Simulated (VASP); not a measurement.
**Cd3HgTe4: single point with PBE**

Crystal: Cd3HgTe4.

```xyz
8
Lattice="4.3181 0.0000 0.0000 0.0000 4.3181 0.0000 0.0000 0.0000 12.3794" Properties=species:S:1:pos:R:3 pbc="T T T"
Cd    0.0000    0.0000    9.2965
Cd    2.1590    2.1590    0.0000
Cd    0.0000    0.0000    3.0829
Hg    2.1590    2.1590    6.1897
Te    0.0000    0.0000    0.0000
Te    2.1590    2.1590    2.9961
Te    0.0000    0.0000    6.1897
Te    2.1590    2.1590    9.3833
```

```json
{
 "Program": "VASP 6.6.1",
 "Task": "single point",
 "Functional": "PBE",
 "Potentials or basis": "VASP PAW PBE potentials, release 64 (Cd, Hg, Te)",
 "Cutoff": "520 eV",
 "k mesh": "10 × 10 × 4",
 "Occupations": "gaussian, width 0.1 eV",
 "Spin": "no spin polarisation",
 "Dipole correction": "no",
 "Further INCAR settings": "ALGO = Normal; EDIFF = 1e-07; NBANDS = 46"
}
```

The pressure is 0.1 GPa and the largest force is 0.005 eV/Å. The band gap on the k mesh is zero (bands 36 and 37 overlap by 2.21 eV).

Forces in eV/Å, atoms in the order of the input:
```
Cd   0.000  0.000 -0.005
Cd   0.000  0.000  0.000
Cd   0.000  0.000  0.005
Hg   0.000  0.000  0.000
Te   0.000  0.000  0.000
Te   0.000  0.000 -0.001
Te   0.000  0.000  0.000
Te   0.000  0.000  0.001
```

Levels at points of the mesh, in eV from the Fermi level:
```csv
k point,band 32,band 33,band 34,band 35,band 36,band 37,band 38,band 39,band 40,band 41
"(0.00, 0.00, 0.00)",-1.32,-1.24,-1.24,-0.46,-0.46,-0.43,0.02,1.34,1.50,4.45
"(0.50, 0.00, 0.00)",-0.07,-0.05,0.02,0.14,0.30,2.49,2.60,2.76,2.92,3.99
"(0.50, 0.50, 0.00)",-3.11,-2.07,-2.07,-1.99,-1.93,-1.90,-1.27,2.12,2.15,4.46
"(0.00, 0.00, 0.50)",-1.69,-1.11,-0.83,-0.83,-0.61,-0.61,-0.38,1.76,2.04,4.52
"(0.50, 0.00, 0.50)",-0.97,-0.08,-0.05,-0.03,0.28,2.64,3.02,3.11,3.13,3.52
"(0.50, 0.50, 0.50)",-2.90,-2.54,-2.54,-2.32,-2.32,-0.31,0.34,0.46,0.75,5.03
```

Run time: 4.5 min on 1 thread of Intel(R) Xeon(R) 6975P-C (Granite Rapids), on a shared host, peak memory 0.71 GiB.

Caveat: spin-orbit coupling is left out, which moves the levels of the heavy elements.
